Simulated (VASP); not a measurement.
Input of a VASP 6.6.1 run:

Contents of INCAR:

```
PREC = Accurate ; ENCUT = 520
EDIFF = 1E-6 ; ISMEAR = 0
SIGMA = 0.05 ; LREAL = F
LASPH = T ; NELM = 80
ALGO = Normal ; ISIF = 2
LWAVE = F ; LCHARG = F
NBANDS = 15
```

Contents of KPOINTS:

```
regular mesh
0
Gamma
  8 8 8
```

Contents of POSCAR:

```
KF
1.0
    0.0000000000      2.5817196783      2.7753486542
    2.7172599614      0.0000000000      2.7753486542
    2.7172599614      2.5817196783      0.0000000000
K F
1 1
Direct
    0.0000000000      0.0000000000      0.0000000000
    0.5000000000      0.5000000000      0.5000000000
```

Potentials or basis: VASP PAW LDA potentials, release 64 (K_sv, F).

Command:

```console
$ cat potpaw_LDA.64/K_sv/POTCAR potpaw_LDA.64/F/POTCAR > POTCAR
$ mpirun -np 1 vasp_std > vasp.out
```

Task: What does it give for the band gap on the k mesh?

Result: 5.60 eV, direct.

Task: Estimate the pressure.

Result: -3.5 GPa.

Stress tensor (GPa, compression positive):
```
-4.18  0.00  0.00
 0.00 -1.71  0.00
 0.00  0.00 -4.75
```

Caveat: the cell differs from its parent crystal (normal strain along x +0.0525, normal strain along z +0.0750). A k mesh can miss the band edges.
